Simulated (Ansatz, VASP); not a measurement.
# Two plane-wave programs on SnTe

```xyz
2
Lattice="0.0000 3.1242 3.1242 3.1242 0.0000 3.1242 3.1242 3.1242 0.0000" Properties=species:S:1:pos:R:3 pbc="T T T"
Sn    0.0000    0.0000    0.0000
Te    3.1242    3.1242    3.1242
```

Alike in both runs: task single point; functional r2SCAN; k mesh 6 × 6 × 6; occupations fermi-dirac, width 0.02 eV; no spin polarisation.

|  | VASP | Ansatz |
| --- | --- | --- |
| version | VASP 6.6.1 | Ansatz 0.2.0 |
| potentials or method | VASP PAW PBE potentials, release 64 (Sn_d, Te) | plane waves, PAW |
| plane-wave cutoff (eV) | 520 | 500 |
| valence electrons in the cell | 20 | 30 |

|  | VASP | Ansatz | Ansatz less VASP |
| --- | --- | --- | --- |
| pressure (GPa) | 3.0 | 3.0 | -0.02 |

VASP's potentials were made for PBE, not for r2SCAN. With one functional, cell and mesh, what is left measures potentials, basis and numerics. VASP's potentials hold 20 valence electrons a cell and Ansatz's 30, so a difference there can come from the potentials and not from the codes.

Neither program's run includes spin-orbit coupling.
